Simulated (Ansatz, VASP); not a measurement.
# MnO: VASP beside Ansatz

File INCAR:

```
SYSTEM = MnO
PREC = Accurate
ENCUT = 520
EDIFF = 1E-6
ISMEAR = 0
SIGMA = 0.05
LREAL = .False.
LASPH = .True.
NELM = 150
ALGO = Normal
ISIF = 2
LWAVE = .False.
LCHARG = .True.
ISPIN = 2
MAGMOM = 4.1 -4.1 -0.09 0.09
LORBIT = 11
LMAXMIX = 4
LDAU = .True.
LDAUTYPE = 2
LDAUL = 2 -1
LDAUU = 1 0
LDAUJ = 0 0
LDAUPRINT = 1
LELF = .True.
LVHAR = .True.
NBANDS = 31
```

The input KPOINTS:

```
Automatic mesh
0
Gamma
  6 6 4
  0 0 0
```

File POSCAR:

```
MnO
1.0
    3.3717001900      0.0000000000      0.0000000000
   -1.6858500900      2.9199780200      0.0000000000
    0.0000000000      0.0000000000      5.3854988200
Mn O
2 2
Direct
    0.3333333333      0.6666666667      0.0109600000
    0.6666666667      0.3333333333      0.5109600000
    0.3333333333      0.6666666667      0.3754700000
    0.6666666667      0.3333333333      0.8754700000
```

Input for Ansatz:

```yaml
crystal:
  lattice:
    - [3.37170019, 0.0, 0.0]
    - [-1.68585009, 2.91997802, 0.0]
    - [0.0, 0.0, 5.38549882]
  atoms:
    - { symbol: Mn, position: [0.3333333333, 0.6666666667, 0.01096], spin: 5.0 }
    - { symbol: Mn, position: [0.6666666667, 0.3333333333, 0.51096], spin: -5.0 }
    - { symbol: O, position: [0.3333333333, 0.6666666667, 0.37547] }
    - { symbol: O, position: [0.6666666667, 0.3333333333, 0.87547] }
basis:
  ecutwfc: 420
  ecutrho_ratio: 4
kpoints:
  mp_grid: { grid: [6, 6, 4] }
hamiltonian:
  xc: lda
  hubbard:
    sites:
      - { site: 0, l: d, u_eff: 1.0, starting_ns: [{ spin: up, occupation_matrix: s0up }, { spin: down, occupation_matrix: s0down }] }
      - { site: 1, l: d, u_eff: 1.0, starting_ns: [{ spin: up, occupation_matrix: s1up }, { spin: down, occupation_matrix: s1down }] }
    occupation_matrices:
      s0up:
        matrix:
          - [0.97, 0.0, 0.0, 0.0, 0.0]
          - [0.0, 0.97, 0.0, 0.0, 0.0]
          - [0.0, 0.0, 0.97, 0.0, 0.0]
          - [0.0, 0.0, 0.0, 0.97, 0.0]
          - [0.0, 0.0, 0.0, 0.0, 0.97]
      s0down:
        matrix:
          - [0.02, 0.0, 0.0, 0.0, 0.0]
          - [0.0, 0.02, 0.0, 0.0, 0.0]
          - [0.0, 0.0, 0.02, 0.0, 0.0]
          - [0.0, 0.0, 0.0, 0.02, 0.0]
          - [0.0, 0.0, 0.0, 0.0, 0.02]
      s1up:
        matrix:
          - [0.02, 0.0, 0.0, 0.0, 0.0]
          - [0.0, 0.02, 0.0, 0.0, 0.0]
          - [0.0, 0.0, 0.02, 0.0, 0.0]
          - [0.0, 0.0, 0.0, 0.02, 0.0]
          - [0.0, 0.0, 0.0, 0.0, 0.02]
      s1down:
        matrix:
          - [0.97, 0.0, 0.0, 0.0, 0.0]
          - [0.0, 0.97, 0.0, 0.0, 0.0]
          - [0.0, 0.0, 0.97, 0.0, 0.0]
          - [0.0, 0.0, 0.0, 0.97, 0.0]
          - [0.0, 0.0, 0.0, 0.0, 0.97]
    ns_hold: { iters: 5 }
scf:
  occupations: { method: gaussian, width: 0.05 }
  lower_state_search: "off"
  max_iter: 150
output:
  forces: true
  stress: true
  eigenvalues: true
  populations: true
  hubbard: { sites: [{ site: 0, l: d }, { site: 1, l: d }] }
  write_density: true
  write_potential: true
  elf: true
  volumetric_format: npy
magnetization:
  spin_polarized: true
```

Alike in both runs: task single point; functional LDA; k mesh 6 × 6 × 4; occupations gaussian, width 0.05 eV; collinear spin; Hubbard terms Mn d U = 1.0 eV.

```csv
,VASP,Ansatz
version,VASP 6.6.1,Ansatz 0.2.0
potentials or method,"VASP PAW LDA potentials, release 64 (Mn_pv, O), cutoff 520 eV","scalar-relativistic, plane waves, PAW"
valence electrons in the cell,38,42
```

VASP gave:

- gap on the k mesh at the Fermi level (eV): none
- pressure (GPa): -8.8
- traceless stress, the component that is largest in VASP (GPa): 0.18
- rms of the force components (eV/Å): 0.055
- net moment per atom (μB): 0.00
- size of the moment on the site where the two differ most (μB): 4.25

Question: Which values does Ansatz return?

Answer: gap on the k mesh at the Fermi level (eV): none; pressure (GPa): -8.6; traceless stress, the component that is largest in VASP (GPa): 0.30; rms of the force components (eV/Å): 0.065; net moment per atom (μB): 0.00; size of the moment on the site where the two differ most (μB): 3.73.

LDA's correlation is that of Perdew and Zunger in VASP and of Perdew and Wang (1992) in Ansatz. Site moments also hang on the region over which each program counts them. The programs project onto different local orbitals, so the same U acts differently, and such runs can settle in different states. Atom by atom the forces differ by 0.010 eV/Å (rms over components). A gap of «none» marks a metal or a gap that the smearing closes. VASP's potentials hold 38 valence electrons a cell and Ansatz's 42, so a difference there can come from the potentials and not from the codes. Ansatz's warnings: filled band counts differ across k points.
